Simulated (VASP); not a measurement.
Write the native input for VASP 6.6.1 that does the following.

| Quantity | Value |
| --- | --- |
| Task | single point |
| Functional | PBE |
| Potentials or basis | VASP PAW PBE potentials, release 64 (Be, H) |
| Cutoff | 520 eV |
| k mesh | 10 × 10 × 10 |
| Occupations | gaussian, width 0.1 eV |
| Spin | no spin polarisation |
| Dipole correction | no |
| Further INCAR settings | ALGO = Normal; EDIFF = 1e-07; NBANDS = 14 |

The structure of Be2H lies in POSCAR:

```
Be2H
1.0
    4.0114985646      0.0000000000      0.0000000000
    0.0000000000      4.0114985646      0.0000000000
    0.0000000000      0.0000000000      3.4778959750
Be H
4 2
Direct
    0.2500000000      0.7500000000      0.0000000000
    0.7500000000      0.2500000000      0.0000000000
    0.7500000000      0.7500000000      0.0000000000
    0.2500000000      0.2500000000      0.0000000000
    0.5000000000      0.0000000000      0.2530817596
    0.0000000000      0.5000000000      0.7469182404
```

The cell was generated, and may not be a known phase.

One way to write it, as run:

INCAR

```
SYSTEM = Be2H
  ALGO = Normal
  EDIFF = 1E-7
  ENCUT = 520
  GGA = PE
  ISIF = 2
  ISMEAR = 0
  LASPH = .True.
  LCHARG = .False.
  LREAL = .False.
  LWAVE = .False.
  NBANDS = 14
  NELM = 100
  PREC = Accurate
  SIGMA = 0.1
```

KPOINTS

```
k-points
0
Gamma
  10 10 10
  0 0 0
```

Potentials or basis: VASP PAW PBE potentials, release 64 (Be, H).

Run with:

```console
$ cat potpaw_PBE.64/Be/POTCAR potpaw_PBE.64/H/POTCAR > POTCAR
$ mpirun -np 1 vasp_std > vasp.out
```

It gave:

The pressure is 0.0 GPa and the largest force is 0.004 eV/Å. The band gap on the k mesh is zero (bands 5 and 6 overlap by 4.18 eV).

It took 54 s on 1 thread of Intel Xeon 8259CL (shared host), peak memory 0.22 GiB.
